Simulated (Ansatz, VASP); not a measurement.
## HfO2: VASP beside Ansatz

```
CELL_PARAMETERS angstrom
0.00000 2.54881 2.54881
2.54881 0.00000 2.54881
2.54881 2.54881 0.00000
ATOMIC_POSITIONS crystal
Hf 0.00000 0.00000 0.00000
O 0.25000 0.25000 0.25000
O 0.75000 0.75000 0.75000
```

Alike in both runs: task relaxation of cell and atoms; functional PBE; k mesh 8 × 8 × 8; no spin polarisation.

```csv
,VASP,Ansatz
version,VASP 6.6.1,Ansatz 0.2.0
potentials or method,"VASP PAW PBE potentials, release 64 (Hf_pv, O), cutoff 600 eV","scalar-relativistic, plane waves, PAW"
occupations,"gaussian, width 0.01 eV",fixed
valence electrons in the cell,22,38
```

|  | VASP | Ansatz | Ansatz less VASP |
| --- | --- | --- | --- |
| gap on the k mesh at the Fermi level, each at its own relaxed structure (eV) | 3.80 | 3.75 | -0.056 |
| relaxed volume (Å³/atom) | 10.87 | 11.04 | +0.173 |
| relaxed cell length with the largest relative difference (Å) | 3.586 | 3.605 | +0.0189 |

VASP's potentials hold 22 valence electrons a cell and Ansatz's 38, so a difference there can come from the potentials and not from the codes.

Spin-orbit coupling is off throughout.
